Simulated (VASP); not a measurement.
YHf2O2: relaxation of cell and atoms with PBE

Crystal: YHf2O2.

```
Y Hf O
1.0
     2.53215    1.46193    3.73345
    -2.53215    1.46193    3.73345
     0.00000   -2.92387    3.73345
Y Hf O
1 2 2
Direct
  0.00000 0.00000 0.00000
  0.61871 0.61871 0.61871
  0.38129 0.38129 0.38129
  0.23816 0.23816 0.23816
  0.76184 0.76184 0.76184
```

| Item | Value |
| --- | --- |
| Program | VASP 6.6.1 |
| Task | relaxation of cell and atoms |
| Functional | PBE |
| Potentials or basis | VASP PAW PBE potentials, release 64 (Y_sv, Hf_pv, O) |
| Cutoff | 600 eV |
| k mesh | 6 × 6 × 6 |
| Occupations | gaussian, width 0.1 eV |
| Spin | no spin polarisation |
| Dipole correction | no |
| Further INCAR settings | ALGO = Normal; EDIFF = 1e-07; IBRION = 2; EDIFFG = -0.04; NSW = 90; ISIF = 3 |

```yaml
Relaxed_volume: 25.41 Å³/atom
Relaxed_cell: a = 5.489 Å, b = 5.489 Å, c = 5.489 Å, α = 63.90°, β = 63.90°, γ = 63.90°
Space_group_after_relaxing_to_0.05_Å: R-3m (No. 166)
Energy_gained_by_relaxing: 1484.8 meV/atom
Ionic_steps: 33
Pressure_after_relaxing: 0.0 GPa
Largest_force_after_relaxing: 0.035 eV/Å
```

Forces in eV/Å, atoms in the order of the input:
```
Y    0.000  0.000  0.000
Hf   0.000  0.000  0.004
Hf   0.000  0.000 -0.004
O    0.000  0.000 -0.035
O    0.000  0.000  0.035
```

The path:
| step | energy change (eV) | largest force (eV/Å) | pressure (GPa) | volume (Å³) |
| --- | --- | --- | --- | --- |
| 1 | 0.0000 | 15.4735 | 46.48 | 82.92 |
| 2 | 5.9866 | 2.9566 | -14.62 | 151.07 |
| 3 | 4.9647 | 2.9010 | -13.91 | 140.14 |
| 4 | 4.2071 | 3.0851 | -13.19 | 131.98 |
| 5 | 1.3497 | 4.6444 | -10.62 | 105.98 |
| 6 | -1.0758 | 6.0367 | -8.22 | 94.10 |
| 7 | -2.3194 | 5.9570 | -1.92 | 88.42 |
| 8 | -2.7338 | 5.1564 | 3.63 | 85.65 |
| 9 | -2.8320 | 4.4360 | 7.34 | 84.28 |
| 10 | -2.8430 | 3.9819 | 9.42 | 83.62 |
| 11 | -4.1229 | 3.0626 | 0.76 | 95.28 |
| 12 | -5.0431 | 3.5382 | -2.92 | 107.81 |
| 13 | -5.5261 | 3.3189 | -10.00 | 136.09 |
| 14 | -5.9943 | 3.4075 | -3.26 | 138.34 |
| 15 | -6.0144 | 2.4726 | -4.59 | 138.00 |
| 16 | -6.2789 | 2.3782 | -3.99 | 134.08 |
| 17 | -6.8959 | 1.9278 | -0.95 | 122.79 |
| 18 | -6.2497 | 2.0060 | 16.35 | 102.12 |
| 19 | -7.0133 | 1.8525 | 1.80 | 117.62 |
| 20 | -7.0426 | 1.2798 | 4.52 | 113.21 |
| 21 | -6.9274 | 2.6109 | -1.10 | 114.95 |
| 22 | -7.0909 | 0.7484 | 2.27 | 113.79 |
| 23 | -7.1452 | 0.7410 | 1.09 | 116.53 |
| 24 | -7.2027 | 0.7301 | -1.67 | 124.43 |
| 25 | -7.2244 | 1.0648 | 0.14 | 124.80 |
| 26 | -7.2253 | 0.9264 | -0.16 | 124.74 |
| 27 | -7.2544 | 0.7714 | -0.12 | 124.84 |
| 28 | -7.3245 | 0.3178 | 0.04 | 125.13 |
| 29 | -7.3810 | 0.5964 | 0.55 | 125.67 |
| 30 | -7.4161 | 0.3735 | -0.25 | 126.74 |
| 31 | -7.4204 | 0.3495 | -0.60 | 127.25 |
| 32 | -7.4076 | 0.7819 | 1.29 | 126.58 |
| 33 | -7.4240 | 0.0352 | -0.02 | 127.03 |

Final structure:
```xyz
5
Lattice="2.9050 1.6772 4.3453 -2.9050 1.6772 4.3453 0.0000 -3.3545 4.3453" Properties=species:S:1:pos:R:3 pbc="T T T"
Y     0.0000    0.0000    0.0000
Hf    0.0000    0.0000    9.0313
Hf    0.0000    0.0000    4.0046
O     0.0000    0.0000    2.1770
O     0.0000    0.0000   10.8589
```

Levels at points of the mesh, in eV from the Fermi level:
| k point | band 18 | band 19 | band 20 | band 21 | band 22 | band 23 | band 24 | band 25 |
| --- | --- | --- | --- | --- | --- | --- | --- | --- |
| (0.00, 0.00, 0.00) | -4.00 | -4.00 | -0.10 | -0.10 | 0.25 | 0.25 | 1.59 | 2.41 |
| (0.50, 0.00, 0.00) | -3.71 | -2.30 | -2.18 | -1.30 | 0.04 | 0.13 | 1.19 | 1.50 |
| (0.50, 0.50, 0.00) | -3.86 | -2.18 | -2.12 | -1.34 | -0.04 | 0.27 | 0.98 | 1.16 |
| (0.50, 0.50, 0.50) | -3.91 | -3.79 | -0.49 | -0.49 | 0.08 | 0.08 | 0.23 | 1.58 |

It took 46 min on 1 thread of Intel Xeon 6975P-C (shared host), peak memory 0.33 GiB.

Caveat: the volume moved by over 15 % at a fixed basis, so the end points are rough; spin-orbit coupling is left out, which moves the levels of the heavy elements; an odd number of electrons without spin polarisation forces a metal; a magnetic or distorted state may lie lower.
